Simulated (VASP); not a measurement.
# CrCuO2 (R-3m) in VASP: single point with PBEsol

Aim: the single point of CrCuO2 with PBEsol.

Everything below comes from runs of VASP 6.6.1. Logs are shortened: lines on timing, memory, paths and dates and some standing lists are left out, and cuts for length are marked.

### Step 1. The cell of the first run

The structure is trigonal, space group R-3m (No. 166). The conventional cell has a = 2.973 Å, b = 2.973 Å, c = 17.100 Å, α = 90.00°, β = 90.00°, γ = 120.00°. Cr (site symmetry -3m) has 6 O at 1.99 Å within 2.6 Å. Cu (site symmetry -3m) has 2 O at 1.85 Å within 2.4 Å. Within 2.4 Å of O (site symmetry 3m) lie 1 Cu at 1.85 Å and 3 Cr at 1.99 Å.

### Step 2. Single point, PBEsol, collinear spin, ferromagnetic start

The input, INCAR:

```
PREC     = Accurate       # precision mode
ENCUT    = 600            # plane-wave cutoff, eV
EDIFF    = 1E-6           # SCF threshold, eV
ISMEAR   = -1             # smearing method
SIGMA    = 0.08           # smearing width, eV
LREAL    = False          # projectors in reciprocal space
LASPH    = True           # aspherical terms in the spheres
NELM     = 200            # most SCF steps
ALGO     = Normal         # electronic algorithm
ISIF     = 2              # what is computed and relaxed
LWAVE    = False          # write WAVECAR
LCHARG   = False          # write CHGCAR
ISPIN    = 2              # spin polarisation
MAGMOM   = 4.05 0 0 0     # initial moments
LORBIT   = 11             # projections on sites
NUPDOWN  = 4.05           # fixed moment
LMAXMIX  = 4              # l up to which the mixer works
GGA      = PS             # functional
NBANDS   = 30             # bands
GGA_COMPAT= False
```

The input, KPOINTS:

```
Automatic mesh
0
Gamma
  11 11 11
```

The input, POSCAR:

```
CrCuO2
1.0
    1.4867000000      0.8583466452      5.7000000000
   -1.4867000000      0.8583466452      5.7000000000
    0.0000000000     -1.7166932904      5.7000000000
Cr Cu O
1 1 2
Direct
    0.5000000000      0.5000000000      0.5000000000
    0.0000000000      0.0000000000      0.0000000000
    0.1079200000      0.1079200000      0.1079200000
    0.8920800000      0.8920800000      0.8920800000
```

Potentials or basis: VASP PAW PBE potentials, release 64 (Cr_pv, Cu, O).

On the command line:

```
$ cat potpaw_PBE.64/Cr_pv/POTCAR potpaw_PBE.64/Cu/POTCAR potpaw_PBE.64/O/POTCAR > POTCAR
$ mpirun -np 1 vasp_std > vasp.out
```

OUTCAR:

```text
PREC = Accurate
   ENCUT = 600
   EDIFF = 1E-6
   ISMEAR = -1
   LREAL = False
   LASPH = True
   NELM = 200
   ISIF = 2
   ISPIN = 2
   LORBIT = 11
   NUPDOWN = 4.05
   GGA = PS

 ion  position               nearest neighbor table
   1  0.500  0.500  0.500-   3 1.99   4 1.99   3 1.99   3 1.99   4 1.99   4 1.99
   2  0.000  0.000  0.000-   3 1.85   4 1.85
   3  0.108  0.108  0.108-   2 1.85   1 1.99   1 1.99   1 1.99
   4  0.892  0.892  0.892-   2 1.85   1 1.99   1 1.99   1 1.99

  LATTYP: Found a trigonal (rhomboedric) cell.
 ALAT       =     5.9529014651
 COS(alpha) =     0.8752561078

  Lattice vectors:

 A1 = (   1.4867000000,   0.8583466452,   5.7000000000)
 A2 = (  -1.4867000000,   0.8583466452,   5.7000000000)
 A3 = (   0.0000000000,  -1.7166932904,   5.7000000000)

Analysis of symmetry for initial positions (statically):
=====================================================================
 Subroutine PRICEL returns:
 Original cell was already a primitive cell.

 Routine SETGRP: Setting up the symmetry group for a
 trigonal (rhombohedral) supercell.

 Subroutine GETGRP returns: Found 12 space group operations
 (whereof 12 operations were pure point group operations)
 out of a pool of 12 trial point group operations.

The static configuration has the point symmetry D_3d.

Analysis of symmetry for dynamics (positions and initial velocities):
=====================================================================
 Subroutine PRICEL returns:
 Original cell was already a primitive cell.

 Routine SETGRP: Setting up the symmetry group for a
 trigonal (rhombohedral) supercell.

 Subroutine GETGRP returns: Found 12 space group operations
 (whereof 12 operations were pure point group operations)
 out of a pool of 12 trial point group operations.

The dynamic configuration has the point symmetry D_3d.

Analysis of structural, dynamic, and magnetic symmetry:
=====================================================================
 Subroutine PRICEL returns:
 Original cell was already a primitive cell.

 Routine SETGRP: Setting up the symmetry group for a
 trigonal (rhombohedral) supercell.

 Subroutine GETGRP returns: Found 12 space group operations
 (whereof 12 operations were pure point group operations)
 out of a pool of 12 trial point group operations.

The overall configuration has the point symmetry D_3d.

 Subroutine INISYM returns: Found 12 space group operations
 (whereof 12 operations are pure point group operations),
 and found     1 'primitive' translations

----------------------------------------------------------------------------------------

                                     Primitive cell

  volume of cell :      43.6428

  direct lattice vectors                    reciprocal lattice vectors
     1.486700000  0.858346645  5.700000000     0.336315329  0.194171746  0.058479532
    -1.486700000  0.858346645  5.700000000    -0.336315329  0.194171746  0.058479532
     0.000000000 -1.716693290  5.700000000     0.000000000 -0.388343492  0.058479532

  length of vectors
     5.952901465  5.952901465  5.952901465     0.392721941  0.392721941  0.392721941

  position of ions in fractional coordinates (direct lattice)
     0.500000000  0.500000000  0.500000000
     0.000000000  0.000000000  0.000000000
     0.107920000  0.107920000  0.107920000
     0.892080000  0.892080000  0.892080000

  ion indices of the primitive-cell ions
   primitive index   ion index
                 1           1
                 2           2
                 3           3
                 4           4

----------------------------------------------------------------------------------------

 KPOINTS: Automatic mesh

Automatic generation of k-mesh.
 Grid dimensions read from file:
 generate k-points for:   11   11   11

 Generating k-lattice:

  Cartesian coordinates                     Fractional coordinates (reciprocal lattice)
     0.030574121  0.017651977  0.005316321     0.090909091  0.000000000  0.000000000
    -0.030574121  0.017651977  0.005316321     0.000000000  0.090909091  0.000000000
     0.000000000 -0.035303954  0.005316321     0.000000000  0.000000000  0.090909091

  Length of vectors
     0.035701995  0.035701995  0.035701995

  Shift w.r.t. Gamma in fractional coordinates (k-lattice)
     0.000000000  0.000000000  0.000000000

 Subroutine IBZKPT returns following result:
 ===========================================

 Found    146 irreducible k-points:

 Following reciprocal coordinates:
            Coordinates               Weight
  0.000000  0.000000  0.000000      1.000000
  0.090909  0.000000  0.000000      6.000000
  0.181818 -0.000000  0.000000      6.000000
  0.272727  0.000000  0.000000      6.000000
  0.363636  0.000000  0.000000      6.000000
  0.454545  0.000000  0.000000      6.000000
[... 16 lines left out ...]
 -0.272727  0.181818  0.000000     12.000000
 -0.181818  0.181818  0.000000      6.000000
 [... further k-points ...]
   k-points           NKPTS =    146   k-points in BZ     NKDIM =    146   number of bands    NBANDS=     30
   number of dos      NEDOS =    301   number of ions     NIONS =      4
   total plane-waves  NPLWV = 110592
   dimension x,y,z NGX =    48 NGY =   48 NGZ =   48
   dimension x,y,z NGXF=    96 NGYF=   96 NGZF=   96
   ions per type =               1   1   2
   NGX,Y,Z   is equivalent  to a cutoff of  13.40, 13.40, 13.40 a.u.
   NGXF,Y,Z  is equivalent  to a cutoff of  26.81, 26.81, 26.81 a.u.
 SYSTEM =  unknown system
   PREC   = accura    normal or accurate (medium, high low for compatibility)
   ISTART =      0    job   : 0-new  1-cont  2-samecut
   ICHARG =      2    charge: 1-file 2-atom 10-const
   ISPIN  =      2    spin polarized calculation?
   LNONCOLLINEAR =      F non collinear calculations
   LSORBIT =      F    spin-orbit coupling
   LASPH  =      T    aspherical Exc in radial PAW
   ENCUT  =  600.0 eV  44.10 Ry    6.64 a.u.  11.89 11.89 11.89*2*pi/ulx,y,z
   NELM   =    200;   NELMIN=  2; NELMDL= -5     # of ELM steps
   EDIFF  = 0.1E-05   stopping-criterion for ELM
   LREAL  =      F    real-space projection
   EDIFFG = 0.1E-04   stopping-criterion for IOM
   NSW    =      0    number of steps for IOM
   IBRION =     -1    ionic relax: 0-MD 1-quasi-New 2-CG
   NFREE  =      0    steps in history (QN), initial steepest desc. (CG)
   ISIF   =      2    stress and relaxation
   ISYM   =      2    0-nonsym 1-usesym 2-fastsym
   POTIM  = 0.5000    time-step for ionic-motion
   TEBEG  =    0.0;   TEEND  =   0.0 temperature during run
   PSTRESS=    0.0 pullay stress
   NELECT =      35.0000    total number of electrons
   NUPDOWN=       4.0500    fix difference up-down
   EMIN   =  10.00;   EMAX   =-10.00  energy-range for DOS
   EFERMI =   0.00;   METHOD = LEGACY
   ISMEAR =    -1;   SIGMA  =   0.08  broadening in eV -4-tet -1-fermi 0-gaus
   EFERMI_NEDOS =   21; number of points for ismear=-14 and -15
   IALGO  =     38    algorithm
   IMIX   =      4    mixing-type and parameters
     AMIX     =   0.40;   BMIX     =  1.00
     AMIX_MAG =   1.60;   BMIX_MAG =  1.00
  volume/ion in A,a.u.               =      10.91        73.63
  Fermi-wavevector in a.u.,A,eV,Ry     =   1.520992  2.874257 31.475925  2.313415
  Thomas-Fermi vector in A             =   2.629767
   LORBIT       =     11    0 simple, 1 ext, 2 COOP (PROOUT), +10 PAW based schemes
   GGA     = PS    functional components
   LHFCALC =     F    Hartree Fock is set to
   AEXX    =    0.0000 exact exchange contribution
   IVDW    =     0    specifies the selected vdW correction
   LEPSILON=     F    determine dielectric tensor
   LRPA    =     F    only Hartree local field effects (RPA)
 spin polarized calculation
  energy-cutoff  :      600.00
  volume of cell :       43.64
 maximum number of plane-waves:      1475
   NGX = 23   NGY = 23   NGZ = 23

 number of electron      34.9999997 magnetization       4.0499998

 Free energy of the ion-electron system (eV)
  ---------------------------------------------------
  ext. energy  EPLUGINS =         0.00000000
  ---------------------------------------------------
  free energy    TOTEN  =       -29.24239113 eV

  energy without entropy =      -29.20672081  energy(sigma->0) =      -29.22455597

 E-fermi :   4.2010     XC(G=0): -11.8811

 val. band max:        7.6631131519   @ k =  -0.0909   0.0909   0.0000
 cond. band min:       4.2010344599   @ k =   0.4545   0.4545   0.0909
 fundamental gap:     -3.4620786920
 Fermi energy:         7.6633335600

 spin component 1

 k-point     1 :       0.0000    0.0000    0.0000
  band No.  band energies     occupation
      1     -37.7345      1.00000
      2     -37.6924      1.00000
      3     -37.6924      1.00000
      4     -14.2429      1.00000
      5     -12.7086      1.00000
      6      -2.5401      1.00000
[... 757 lines left out ...]
     28      18.9577      0.00000
     29      20.1625      0.00000

 [... further k-points ...]

 spin component 2

 k-point     1 :       0.0000    0.0000    0.0000
  band No.  band energies     occupation
      1     -34.6603      1.00000
      2     -34.6603      1.00000
      3     -34.6458      1.00000
      4     -13.9845      1.00000
      5     -12.4903      1.00000
      6      -1.9782      1.00000
[... 757 lines left out ...]
     28      19.9077      0.00000
     29      21.1207      0.00000

 [... further k-points ...]

 [bands above 29 left out]

------------------------ aborting loop because EDIFF is reached ----------------------------------------

  FORCE on cell =-STRESS in cart. coord.  units (eV):
  Direction    XX          YY          ZZ          XY          YZ          ZX
  --------------------------------------------------------------------------------------
  -------------------------------------------------------------------------------------
  Total        0.6429289      0.6429289      1.3017088      0.0000000      0.0000000      0.0000000
  in kB       23.6026820     23.6026820     47.7872732      0.0000000      0.0000000      0.0000000
  external PRESSURE =      31.6642124 kB  Pullay stress =       0.0000000 kB

 VOLUME and BASIS-vectors are now :
 -----------------------------------------------------------------------------
  energy-cutoff  :      600.00
  volume of cell :       43.64
      direct lattice vectors                 reciprocal lattice vectors
     1.486700000  0.858346645  5.700000000     0.336315329  0.194171746  0.058479532
    -1.486700000  0.858346645  5.700000000    -0.336315329  0.194171746  0.058479532
     0.000000000 -1.716693290  5.700000000     0.000000000 -0.388343492  0.058479532

 POSITION                                       TOTAL-FORCE (eV/Angst)
 -----------------------------------------------------------------------------------
      0.00000      0.00000      8.55000         0.000000      0.000000      0.000000
      0.00000      0.00000      0.00000         0.000000      0.000000      0.000000
      0.00000      0.00000      1.84543         0.000000     -0.000000      0.073113
      0.00000      0.00000     15.25457         0.000000     -0.000000     -0.073113
 -----------------------------------------------------------------------------------
    total drift:                                0.000000      0.000000     -0.000000

  FREE ENERGIE OF THE ION-ELECTRON SYSTEM (eV)
  ---------------------------------------------------
  free  energy   TOTEN  =       -29.2423911286 eV

  energy  without entropy=      -29.2067208108  energy(sigma->0) =      -29.22455597

 total charge

# of ion       s       p       d       tot
------------------------------------------
    1        0.291   6.349   4.149  10.789
    2        0.430   0.364   9.080   9.874
    3        1.556   3.474   0.000   5.030
    4        1.556   3.474   0.000   5.030
--------------------------------------------------
tot          3.832  13.662  13.229  30.723

 magnetization (x)

# of ion       s       p       d       tot
------------------------------------------
    1        0.027   0.032   2.934   2.993
    2        0.073   0.047   0.452   0.572
    3        0.013   0.062   0.000   0.075
    4        0.013   0.062   0.000   0.075
--------------------------------------------------
tot          0.125   0.203   3.387   3.715
```

Wall time 43 min (1 thread of Oxide Virtual Turin-like, shared host); peak memory 0.63 GiB.

What came out:

```
Free energy                                           : -29.2424 eV
Pressure                                              : 3.2 GPa
Largest force                                         : 0.073 eV/Å
Net moment                                            : 4.05 μB per cell
Site moments                                          : Cr +2.99; Cu +0.57; O +0.07 μB
Valence electrons inside the program's atomic spheres : Cr 10.79; Cu 9.87; O 5.03
```

Forces in eV/Å, atoms in the order of the input:
```
Cr   0.000  0.000  0.000
Cu   0.000  0.000  0.000
O    0.000  0.000  0.073
O    0.000  0.000 -0.073
```

Stress tensor (GPa, compression positive):
```
2.36 0.00 0.00
0.00 2.36 0.00
0.00 0.00 4.78
```

Caveat: the cell stands under pressure; the PAW data sets were made with another functional, which shifts forces and pressure a little; the total moment is fixed, so each spin has its own Fermi level and the state may be an excited one.
